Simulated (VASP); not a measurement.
# SiNi (Pmmn) in VASP: further runs

SiNi is run at these levels: PBE; tasks: single point.

All numbers are computed with VASP 6.6.1; they aren't measurements. Logs are shortened: lines on timing, memory, paths and dates and some standing lists are left out, and cuts for length are marked.

## 1. The cell of the first run

Symmetry: Pmmn, No. 59, orthorhombic system. The conventional cell has a = 3.055 Å, b = 3.258 Å, c = 4.709 Å, α = 90.00°, β = 90.00°, γ = 90.00°. Within 3.1 Å of Si (site symmetry mm2) lie 6 Ni at 2.35 to 2.40 Å and 6 Si at 2.68 to 3.06 Å. Within 3.1 Å of Ni (site symmetry mm2) lie 6 Si at 2.35 to 2.40 Å and 6 Ni at 2.68 to 3.06 Å.

## 2. Single point, PBE

File INCAR:

```
SYSTEM = SiNi
ALGO = Normal
EDIFF = 1E-6
ENCUT = 520
GGA = PE
ISIF = 2
ISMEAR = 0
LASPH = .TRUE.
LCHARG = .FALSE.
LREAL = .FALSE.
LWAVE = .FALSE.
NBANDS = 54
NELM = 100
PREC = Accurate
SIGMA = 0.15
```

File KPOINTS:

```
k-points
0
G
  15 14 4
  0 0 0
```

File POSCAR:

```
SiNi
1.0
   -3.0552835563      0.0000000000      0.0000000000
    0.0000000000     -3.2583147307      0.0000000000
    0.0000000000      0.0000000000     14.1281698886
Si Ni
6 6
Direct
    0.5000000000      0.5000000000      0.2810609083
    0.5000000000      0.5000000000      0.6143942417
    0.5000000000      0.5000000000      0.9477275750
    0.0000000000      0.0000000000      0.0522724250
    0.0000000000      0.0000000000      0.3856057583
    0.0000000000      0.0000000000      0.7189390917
    0.5000000000      0.5000000000      0.1141019933
    0.5000000000      0.5000000000      0.4474353267
    0.5000000000      0.5000000000      0.7807686600
    0.0000000000      0.0000000000      0.2192313400
    0.0000000000      0.0000000000      0.5525646733
    0.0000000000      0.0000000000      0.8858980067
```

Potentials or basis: VASP PAW PBE potentials, release 64 (Si, Ni).

Run with:

```bash
$ cat potpaw_PBE.64/Si/POTCAR potpaw_PBE.64/Ni/POTCAR > POTCAR
$ mpirun -np 1 vasp_std > vasp.out
```

OUTCAR:

```text
SYSTEM = SiNi
   EDIFF = 1E-6
   ENCUT = 520
   GGA = PE
   ISIF = 2
   ISMEAR = 0
   LASPH = .TRUE.
   LREAL = .FALSE.
   NELM = 100
   PREC = Accurate

 ion  position               nearest neighbor table
   1  0.500  0.500  0.281-   8 2.35   7 2.36  10 2.40  10 2.40  10 2.40  10 2.40   5 2.68   5 2.68
                             5 2.68   5 2.68
   2  0.500  0.500  0.614-   9 2.35   8 2.36  11 2.40  11 2.40  11 2.40  11 2.40   6 2.68   6 2.68
                             6 2.68   6 2.68
   3  0.500  0.500  0.948-   7 2.35   9 2.36  12 2.40  12 2.40  12 2.40  12 2.40   4 2.68   4 2.68
                             4 2.68   4 2.68
   4  0.000  0.000  0.052-  12 2.35  10 2.36   7 2.40   7 2.40   7 2.40   7 2.40   3 2.68   3 2.68
                             3 2.68   3 2.68
   5  0.000  0.000  0.386-  10 2.35  11 2.36   8 2.40   8 2.40   8 2.40   8 2.40   1 2.68   1 2.68
                             1 2.68   1 2.68
   6  0.000  0.000  0.719-  11 2.35  12 2.36   9 2.40   9 2.40   9 2.40   9 2.40   2 2.68   2 2.68
                             2 2.68   2 2.68
   7  0.500  0.500  0.114-   3 2.35   1 2.36   4 2.40   4 2.40   4 2.40   4 2.40  10 2.68  10 2.68
                            10 2.68  10 2.68
   8  0.500  0.500  0.447-   1 2.35   2 2.36   5 2.40   5 2.40   5 2.40   5 2.40  11 2.68  11 2.68
                            11 2.68  11 2.68
   9  0.500  0.500  0.781-   2 2.35   3 2.36   6 2.40   6 2.40   6 2.40   6 2.40  12 2.68  12 2.68
[... 15 lines left out ...]
 A1 = (  -3.0552835563,   0.0000000000,   0.0000000000)
 A2 = (   0.0000000000,  -3.2583147307,   0.0000000000)
 A3 = (   0.0000000000,   0.0000000000,  14.1281698886)

Analysis of symmetry for initial positions (statically):
=====================================================================
 Subroutine PRICEL returns following result:

  LATTYP: Found a simple orthorhombic cell.
 ALAT       =     3.0552835563
 B/A-ratio  =     1.0664524816
 C/A-ratio  =     1.5413921083

  Lattice vectors:

 A1 = (  -3.0552835563,   0.0000000000,   0.0000000000)
 A2 = (   0.0000000000,  -3.2583147307,   0.0000000000)
 A3 = (   0.0000000000,   0.0000000000,   4.7093899624)

   3 primitive cells build up your supercell.

 Routine SETGRP: Setting up the symmetry group for a
 simple orthorhombic supercell.

 Subroutine GETGRP returns: Found  8 space group operations
 (whereof  4 operations were pure point group operations)
 out of a pool of  8 trial point group operations.

The static configuration has the point symmetry C_2v.
 The point group associated with its full space group is D_2h.

Analysis of symmetry for dynamics (positions and initial velocities):
=====================================================================
 Subroutine PRICEL returns following result:

  LATTYP: Found a simple orthorhombic cell.
 ALAT       =     3.0552835563
 B/A-ratio  =     1.0664524816
 C/A-ratio  =     1.5413921083

  Lattice vectors:

 A1 = (  -3.0552835563,   0.0000000000,   0.0000000000)
 A2 = (   0.0000000000,  -3.2583147307,   0.0000000000)
 A3 = (   0.0000000000,   0.0000000000,   4.7093899624)

   3 primitive cells build up your supercell.

 Routine SETGRP: Setting up the symmetry group for a
 simple orthorhombic supercell.

 Subroutine GETGRP returns: Found  8 space group operations
 (whereof  4 operations were pure point group operations)
 out of a pool of  8 trial point group operations.

The dynamic configuration has the point symmetry C_2v.
 The point group associated with its full space group is D_2h.

 Subroutine INISYM returns: Found  8 space group operations
 (whereof  4 operations are pure point group operations),
 and found     3 'primitive' translations

----------------------------------------------------------------------------------------

                                     Primitive cell

  volume of cell :      46.8823

  direct lattice vectors                    reciprocal lattice vectors
    -3.055283556  0.000000000  0.000000000    -0.327301863  0.000000000  0.000000000
     0.000000000 -3.258314731  0.000000000     0.000000000 -0.306907123  0.000000000
     0.000000000  0.000000000  4.709389962     0.000000000  0.000000000  0.212341727

  length of vectors
     3.055283556  3.258314731  4.709389962     0.327301863  0.306907123  0.212341727

  position of ions in fractional coordinates (direct lattice)
     0.500000000  0.500000000  0.843182725
     0.000000000  0.000000000  0.156817275
     0.500000000  0.500000000  0.342305980
     0.000000000  0.000000000  0.657694020

  ion indices of the primitive-cell ions
   primitive index   ion index
                 1           1
                 2           5
                 3           8
                 4          10

----------------------------------------------------------------------------------------

 KPOINTS: k-points

Automatic generation of k-mesh.
 Grid dimensions read from file:
 generate k-points for:   15   14    4

 Generating k-lattice:

  Cartesian coordinates                     Fractional coordinates (reciprocal lattice)
    -0.021820124  0.000000000  0.000000000     0.066666667  0.000000000  0.000000000
     0.000000000 -0.021921937  0.000000000     0.000000000  0.071428571  0.000000000
     0.000000000  0.000000000  0.017695144     0.000000000  0.000000000  0.250000000

  Length of vectors
     0.021820124  0.021921937  0.017695144

  Shift w.r.t. Gamma in fractional coordinates (k-lattice)
     0.000000000  0.000000000  0.000000000

 Subroutine IBZKPT returns following result:
 ===========================================

 Found    192 irreducible k-points:

 Following reciprocal coordinates:
            Coordinates               Weight
  0.000000  0.000000  0.000000      1.000000
  0.066667  0.000000  0.000000      2.000000
  0.133333  0.000000  0.000000      2.000000
  0.200000  0.000000  0.000000      2.000000
  0.266667  0.000000  0.000000      2.000000
  0.333333  0.000000  0.000000      2.000000
[... 16 lines left out ...]
  0.400000  0.142857  0.000000      4.000000
  0.466667  0.142857  0.000000      4.000000
 [... further k-points ...]
   k-points           NKPTS =    192   k-points in BZ     NKDIM =    192   number of bands    NBANDS=     54
   number of dos      NEDOS =    301   number of ions     NIONS =     12
   total plane-waves  NPLWV =  62208
   dimension x,y,z NGX =    24 NGY =   24 NGZ =  108
   dimension x,y,z NGXF=    48 NGYF=   48 NGZF=  216
   ions per type =               6   6
   NGX,Y,Z   is equivalent  to a cutoff of  13.06, 12.25, 12.71 a.u.
   NGXF,Y,Z  is equivalent  to a cutoff of  26.12, 24.49, 25.42 a.u.
 SYSTEM =  SiNi
   PREC   = accura    normal or accurate (medium, high low for compatibility)
   ISTART =      0    job   : 0-new  1-cont  2-samecut
   ICHARG =      2    charge: 1-file 2-atom 10-const
   ISPIN  =      1    spin polarized calculation?
   LNONCOLLINEAR =      F non collinear calculations
   LSORBIT =      F    spin-orbit coupling
   LASPH  =      T    aspherical Exc in radial PAW
   ENCUT  =  520.0 eV  38.22 Ry    6.18 a.u.   5.68  6.06 26.27*2*pi/ulx,y,z
   NELM   =    100;   NELMIN=  2; NELMDL= -5     # of ELM steps
   EDIFF  = 0.1E-05   stopping-criterion for ELM
   LREAL  =      F    real-space projection
   EDIFFG = 0.1E-04   stopping-criterion for IOM
   NSW    =      0    number of steps for IOM
   IBRION =     -1    ionic relax: 0-MD 1-quasi-New 2-CG
   NFREE  =      0    steps in history (QN), initial steepest desc. (CG)
   ISIF   =      2    stress and relaxation
   ISYM   =      2    0-nonsym 1-usesym 2-fastsym
   POTIM  = 0.5000    time-step for ionic-motion
   TEBEG  =    0.0;   TEEND  =   0.0 temperature during run
   PSTRESS=    0.0 pullay stress
   NELECT =      84.0000    total number of electrons
   NUPDOWN=      -1.0000    fix difference up-down
   EMIN   =  10.00;   EMAX   =-10.00  energy-range for DOS
   EFERMI =   0.00;   METHOD = LEGACY
   ISMEAR =     0;   SIGMA  =   0.15  broadening in eV -4-tet -1-fermi 0-gaus
   EFERMI_NEDOS =   21; number of points for ismear=-14 and -15
   IALGO  =     38    algorithm
   IMIX   =      4    mixing-type and parameters
     AMIX     =   0.40;   BMIX     =  1.00
     AMIX_MAG =   1.60;   BMIX_MAG =  1.00
  volume/ion in A,a.u.               =      11.72        79.09
  Fermi-wavevector in a.u.,A,eV,Ry     =   1.378662  2.605293 25.860711  1.900709
  Thomas-Fermi vector in A             =   2.503703
   LORBIT       =      0    0 simple, 1 ext, 2 COOP (PROOUT), +10 PAW based schemes
   GGA     = PE    functional components
   LHFCALC =     F    Hartree Fock is set to
   AEXX    =    0.0000 exact exchange contribution
   IVDW    =     0    specifies the selected vdW correction
   LEPSILON=     F    determine dielectric tensor
   LRPA    =     F    only Hartree local field effects (RPA)
 non-spin polarized calculation
 Gauss-broadening in eV      SIGMA  =   0.15
  energy-cutoff  :      520.00
  volume of cell :      140.65
 maximum number of plane-waves:      3820
 NGX is ok and might be reduce to    24

 number of electron      84.0000072 magnetization

 Free energy of the ion-electron system (eV)
  ---------------------------------------------------
  ext. energy  EPLUGINS =         0.00000000
  ---------------------------------------------------
  free energy    TOTEN  =       -70.85016036 eV

  energy without entropy =      -70.80903213  energy(sigma->0) =      -70.82959624

 E-fermi :  11.1228     XC(G=0): -12.4192

 val. band max:       11.1192391493   @ k =   0.2667   0.2857   0.5000
 cond. band min:      11.1231233289   @ k =   0.3333   0.3571   0.0000
 fundamental gap:      0.0038841796
 Fermi energy:        11.1228219310

 k-point     1 :       0.0000    0.0000    0.0000
  band No.  band energies     occupation
      1      -2.6132      2.00000
      2      -2.0995      2.00000
      3      -2.0995      2.00000
      4       1.1647      2.00000
      5       1.1647      2.00000
      6       3.1257      2.00000
[... 1357 lines left out ...]
     53      15.4693      0.00000
     54      15.4693      0.00000

 [... further k-points ...]

------------------------ aborting loop because EDIFF is reached ----------------------------------------

  FORCE on cell =-STRESS in cart. coord.  units (eV):
  Direction    XX          YY          ZZ          XY          YZ          ZX
  --------------------------------------------------------------------------------------
  -------------------------------------------------------------------------------------
  Total       -0.3538197      0.2146361      0.3516566      0.0000000      0.0000000      0.0000000
  in kB       -4.0305302      2.4450221      4.0058885      0.0000000      0.0000000      0.0000000
  external PRESSURE =       0.8067935 kB  Pullay stress =       0.0000000 kB

 VOLUME and BASIS-vectors are now :
 -----------------------------------------------------------------------------
  energy-cutoff  :      520.00
  volume of cell :      140.65
      direct lattice vectors                 reciprocal lattice vectors
    -3.055283556  0.000000000  0.000000000    -0.327301863  0.000000000  0.000000000
     0.000000000 -3.258314731  0.000000000     0.000000000 -0.306907123  0.000000000
     0.000000000  0.000000000 14.128169889     0.000000000  0.000000000  0.070780576

 POSITION                                       TOTAL-FORCE (eV/Angst)
 -----------------------------------------------------------------------------------
     -1.52764     -1.62916      3.97088         0.000000      0.000000     -0.010255
     -1.52764     -1.62916      8.68027        -0.000000      0.000000     -0.010255
     -1.52764     -1.62916     13.38966        -0.000000     -0.000000     -0.010255
      0.00000      0.00000      0.73851        -0.000000      0.000000      0.010255
      0.00000      0.00000      5.44790         0.000000     -0.000000      0.010255
      0.00000      0.00000     10.15729         0.000000     -0.000000      0.010255
     -1.52764     -1.62916      1.61205        -0.000000      0.000000      0.009287
     -1.52764     -1.62916      6.32144         0.000000      0.000000      0.009287
     -1.52764     -1.62916     11.03083        -0.000000      0.000000      0.009287
      0.00000      0.00000      3.09734         0.000000      0.000000     -0.009287
      0.00000      0.00000      7.80673         0.000000      0.000000     -0.009287
      0.00000      0.00000     12.51612         0.000000     -0.000000     -0.009287
 -----------------------------------------------------------------------------------
    total drift:                               -0.000000      0.000000      0.000000

  FREE ENERGIE OF THE ION-ELECTRON SYSTEM (eV)
  ---------------------------------------------------
  free  energy   TOTEN  =       -70.8501603593 eV

  energy  without entropy=      -70.8090321296  energy(sigma->0) =      -70.82959624
```

Run time: 14 min. Hardware: 1 thread of Intel Xeon 6975P-C (Granite Rapids), shared host; peak memory 0.99 GiB.

What came out:

```
Free energy            : -70.8502 eV
Pressure               : 0.1 GPa
Largest force          : 0.010 eV/Å
Band gap on the k mesh : zero (bands 42 and 43 overlap by 1.41 eV)
```

Forces on the atoms (eV/Å):
```
Si   0.000  0.000 -0.010
Si   0.000  0.000 -0.010
Si   0.000  0.000 -0.010
Si   0.000  0.000  0.010
Si   0.000  0.000  0.010
Si   0.000  0.000  0.010
Ni   0.000  0.000  0.009
Ni   0.000  0.000  0.009
Ni   0.000  0.000  0.009
Ni   0.000  0.000 -0.009
Ni   0.000  0.000 -0.009
Ni   0.000  0.000 -0.009
```

Stress tensor (GPa, compression positive):
```
-0.40  0.00  0.00
 0.00  0.24  0.00
 0.00  0.00  0.40
```

## 3. Single point, PBE

This run uses another cell than the first one: it holds 4 atoms, not 12.

File INCAR:

```
PREC = Accurate
ENCUT = 520
EDIFF = 1E-6
ISMEAR = 0
SIGMA = 0.1
LREAL = False
LASPH = True
NELM = 60
ALGO = Normal
ISIF = 2
LWAVE = False
LCHARG = True
GGA = PE
LELF = True
LVHAR = True
NBANDS = 22
```

File KPOINTS:

```
Automatic mesh
0
Gamma
  11 8 11
```

File POSCAR:

```
SiNi
1.0
    3.2583147222      0.0000000000      0.0000000000
    0.0000000000      4.7093899546      0.0000000000
    0.0000000000      0.0000000000      3.0552835660
Si Ni
2 2
Direct
    0.5000000000      0.1568172756      0.5000000000
    0.0000000000      0.8431827244      0.0000000000
    0.5000000000      0.6576940233      0.5000000000
    0.0000000000      0.3423059767      0.0000000000
```

Potentials or basis: VASP PAW PBE potentials, release 64 (Si, Ni).

Run with:

```bash
$ cat potpaw_PBE.64/Si/POTCAR potpaw_PBE.64/Ni/POTCAR > POTCAR
$ mpirun -np 1 vasp_std > vasp.out
```

It took 67 s on 1 thread of Intel Xeon Platinum 8488C (Sapphire Rapids), shared host; peak memory 0.27 GiB.

It converged, with:

- Free energy: -23.6120 eV
- Pressure: 0.1 GPa
- Largest force: 0.011 eV/Å
- Band gap on the k mesh: zero (bands 14 and 15 overlap by 2.50 eV)

Forces in eV/Å, atoms in the order of the input:
```
Si   0.000  0.011  0.000
Si   0.000 -0.011  0.000
Ni   0.000 -0.006  0.000
Ni   0.000  0.006  0.000
```

Stress tensor (GPa, compression positive):
```
-0.09  0.00  0.00
 0.00  0.65  0.00
 0.00  0.00 -0.33
```

Levels at points of the mesh, in eV from the Fermi level:
```
           k point  band 10  band 11  band 12  band 13  band 14  band 15  band 16  band 17  band 18  band 19
(0.00, 0.00, 0.00)    -2.49    -2.28    -1.93    -1.91    -0.88     0.60     3.09     4.93     5.43     6.61
(0.00, 0.50, 0.00)    -2.64    -2.63    -1.98     1.35     2.14     2.26     2.37     2.70     3.63     3.80
```

## 4. Single point, PBE (12.42 Å³/atom)

File INCAR:

```
SYSTEM = SiNi
  PREC = Accurate
  ENCUT = 520
  EDIFF = 1E-6
  ISMEAR = 0
  SIGMA = 0.1
  LREAL = .False.
  LASPH = .True.
  NELM = 100
  ALGO = Normal
  ISIF = 2
  LWAVE = .False.
  LCHARG = .True.
  GGA = PE
  LELF = .True.
  LVHAR = .True.
  NBANDS = 22
```

File KPOINTS:

```
regular mesh
0
Gamma
  14 12 10
  0 0 0
```

File POSCAR:

```
SiNi
1.0
    3.1571134818      0.0000000000      0.0000000000
    0.0000000000      3.3057408722      0.0000000000
    0.0000000000      0.0000000000      4.7616347173
Si Ni
2 2
Direct
    0.5000000000      0.5000000000      0.8414618235
    0.0000000000      0.0000000000      0.1585381765
    0.5000000000      0.5000000000      0.3400747081
    0.0000000000      0.0000000000      0.6599252919
```

Run with:

```bash
$ cat potpaw_PBE.64/Si/POTCAR potpaw_PBE.64/Ni/POTCAR > POTCAR
$ mpirun -np 1 vasp_std > vasp.out
```

It took 4.3 min on 1 thread of AMD EPYC 7R43 (Zen 3), shared host; peak memory 0.37 GiB.

The run converged. Its results:

```
Free energy            : -23.5359 eV
Pressure               : -8.4 GPa
Largest force          : 0.010 eV/Å
Band gap on the k mesh : zero (bands 14 and 15 overlap by 2.55 eV)
```

Forces on the atoms (eV/Å):
```
Si   0.000  0.000  0.010
Si   0.000  0.000 -0.010
Ni   0.000  0.000  0.010
Ni   0.000  0.000 -0.010
```

Stress tensor (GPa, compression positive):
```
-8.42  0.00  0.00
 0.00 -8.43  0.00
 0.00  0.00 -8.23
```

Levels at points of the mesh, in eV from the Fermi level:
```
           k point  band 11  band 12  band 13  band 14  band 15  band 16  band 17  band 18
(0.00, 0.00, 0.00)    -2.16    -1.83    -1.83    -0.71     0.28     2.86     4.74     5.24
(0.50, 0.00, 0.00)    -2.26    -2.26    -1.60    -1.60     1.48     1.48     3.49     3.49
(0.00, 0.50, 0.00)    -2.12    -2.12    -1.82    -1.82     1.26     1.26     4.06     4.06
(0.50, 0.50, 0.00)    -1.77    -1.77    -1.58    -1.58     1.29     1.29     1.88     1.88
(0.00, 0.00, 0.50)    -2.48    -1.88     1.38     2.06     2.22     2.27     2.61     3.33
(0.50, 0.00, 0.50)    -1.94    -1.94    -1.45    -1.45     3.81     3.81     5.21     5.21
(0.00, 0.50, 0.50)    -1.87    -1.87    -1.69    -1.69     4.46     4.46     5.30     5.30
(0.50, 0.50, 0.50)    -1.77    -1.77    -1.55    -1.55    -0.31    -0.31     0.73     0.73
```

Caveat: the cell stands under tension.

## 5. Overview

| cell | k mesh | smearing | gap on the mesh (eV) | pressure (GPa) | largest force (eV/Å) |
| --- | --- | --- | --- | --- | --- |
| a = 3.055, b = 3.258, c = 14.128 Å, 12 atoms, atomic positions A | 15 × 14 × 4 | gaussian 0.15 eV | none | 0.1 | 0.01 |
| a = 3.258, b = 4.709, c = 3.055 Å, 4 atoms, atomic positions B | 11 × 8 × 11 | gaussian 0.1 eV | none | 0.1 | 0.01 |
| a = 3.157, b = 3.306, c = 4.762 Å, 4 atoms, atomic positions C | 14 × 12 × 10 | gaussian 0.1 eV | none | -8.4 | 0.01 |

Alike in all rows: task single point; level PBE; potentials or basis VASP PAW PBE potentials, release 64 (Si, Ni); no spin polarisation; cutoff (eV) 520.

Caveats: the cell stands under tension (at least some runs).

Absolute energies hang on the potentials; compare differences alone.
